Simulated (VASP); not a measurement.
Here is a VASP 6.6.1 calculation.

The input INCAR:

```
ALGO = Normal
EDIFF = 1E-7
ENCUT = 520
GGA = PE
ISIF = 2
ISMEAR = -1
LASPH = T
LCHARG = F
LREAL = F
LWAVE = F
NBANDS = 15
NELM = 80
PREC = Accurate
SIGMA = 0.02
```

KPOINTS

```
k-points
0
Gamma
  11 11 11
```

POSCAR

```
TaN
1.0
    0.0000000000      2.2085294952      2.2085294952
    2.2085294952      0.0000000000      2.2085294952
    2.2085294952      2.2085294952      0.0000000000
Ta N
1 1
Direct
    0.5000000000      0.5000000000      0.5000000000
    0.0000000000      0.0000000000      0.0000000000
```

Potentials or basis: VASP PAW PBE potentials, release 64 (Ta_pv, N).

The run is started by

```console
$ cat potpaw_PBE.64/Ta_pv/POTCAR potpaw_PBE.64/N/POTCAR > POTCAR
$ mpirun -np 1 vasp_std > vasp.out
```

(1) Predict the pressure.

(2) What does it give for the band gap on the k mesh?

Results:

(1) 0.8 GPa.

(2) zero (band 8 reaches 11.04 eV, above the bottom of band 9 at 7.33 eV).

Caveat: spin-orbit coupling is left out, which moves the levels of the heavy elements.
